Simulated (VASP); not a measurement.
Crystal: NaHf3.

```
Na Hf
1.0
     4.26549    0.00000    0.00000
     0.00000    4.26549    0.00000
     0.00000    0.00000    4.26549
Na Hf
1 3
Direct
  0.00000 0.00000 0.00000
  0.00000 0.50000 0.50000
  0.50000 0.00000 0.50000
  0.50000 0.50000 0.00000
```

```yaml
Program: VASP 6.6.1
Task: relaxation of cell and atoms
Functional: PBE
Potentials_or_basis: VASP PAW PBE potentials, release 64 (Na_pv, Hf_pv)
Cutoff: 600 eV
k_mesh: 4 × 4 × 4
Occupations: gaussian, width 0.1 eV
Spin: no spin polarisation
```

At the start: pressure 14.8 GPa; volume 19.40 Å³/atom.

Task: Where does the relaxation end?

Result: Over 3 steps the energy falls by 132.1 meV/atom and the volume is 22.62 Å³/atom (+16.6 %); space group Pm-3m (No. 221, to 0.1 Å) before and after.

The path:
| step | energy change (eV) | largest force (eV/Å) | pressure (GPa) | volume (Å³) |
| --- | --- | --- | --- | --- |
| 1 | 0.0000 | 0.0000 | 14.78 | 77.61 |
| 2 | -0.3487 | 0.0000 | -5.90 | 99.50 |
| 3 | -0.5284 | 0.0000 | 0.01 | 90.49 |

Final structure:
```cif
data_structure
_symmetry_space_group_name_H-M 'P 1'
_symmetry_Int_Tables_number 1
_cell_length_a 4.4896
_cell_length_b 4.4896
_cell_length_c 4.4896
_cell_angle_alpha 90.000
_cell_angle_beta 90.000
_cell_angle_gamma 90.000
_cell_volume 90.49
loop_
_atom_site_label
_atom_site_type_symbol
_atom_site_fract_x
_atom_site_fract_y
_atom_site_fract_z
_atom_site_occupancy
Na1 Na 0.00000 0.00000 0.00000 1
Hf1 Hf 0.00000 0.50000 0.50000 1
Hf2 Hf 0.50000 0.00000 0.50000 1
Hf3 Hf 0.50000 0.50000 0.00000 1
```

Caveat: the k points lie up to 0.35 Å⁻¹ apart in the final cell, too coarse for converged energies and pressures of a metal; the volume moved by over 15 % at a fixed basis, so the end points are rough.
